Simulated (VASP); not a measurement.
Wanted: the native input for a VASP 6.6.1 run.

| Quantity | Value |
| --- | --- |
| Task | single point |
| Functional | LDA |
| Potentials or basis | VASP PAW LDA potentials, release 64 (Ga_d, P) |
| Cutoff | 500 eV |
| k mesh | 6 × 6 × 6 |
| Occupations | gaussian, width 0.01 eV |
| Spin | no spin polarisation |
| Dipole correction | no |
| Further INCAR settings | ALGO = Normal; EDIFF = 1e-06; NBANDS = 16 |

The structure of GaP lies in POSCAR:

```
GaP
1.0
    0.0000000000      2.7252500000      2.7252500000
    2.7252500000      0.0000000000      2.7252500000
    2.7252500000      2.7252500000      0.0000000000
Ga P
1 1
Direct
    0.0000000000      0.0000000000      0.0000000000
    0.2500000000      0.2500000000      0.2500000000
```

The input as run:

INCAR

```
SYSTEM = GaP
PREC = Accurate ; ENCUT = 500
EDIFF = 1E-6 ; ISMEAR = 0
SIGMA = 0.01 ; LREAL = .False.
LASPH = .True. ; NELM = 120
ALGO = Normal ; ISIF = 2
LWAVE = .False. ; LCHARG = .True.
GGA = CA ; LELF = .True.
LVHAR = .True. ; NBANDS = 16
GGA_COMPAT = .False.
```

KPOINTS

```
regular mesh
0
Gamma
  6 6 6
  0 0 0
```

Potentials or basis: VASP PAW LDA potentials, release 64 (Ga_d, P).

Run with:

```console
$ cat potpaw_LDA.64/Ga_d/POTCAR potpaw_LDA.64/P/POTCAR > POTCAR
$ mpirun -np 1 vasp_std > vasp.out
```

Results of the run:

```yaml
Pressure: -2.7 GPa
Band_gap_on_the_k_mesh: 1.49 eV, indirect (least direct gap 1.63 eV)
```

Wall time 5.3 s on 1 thread of Intel(R) Xeon(R) 6975P-C (Granite Rapids), on a shared host, peak memory 0.13 GiB.
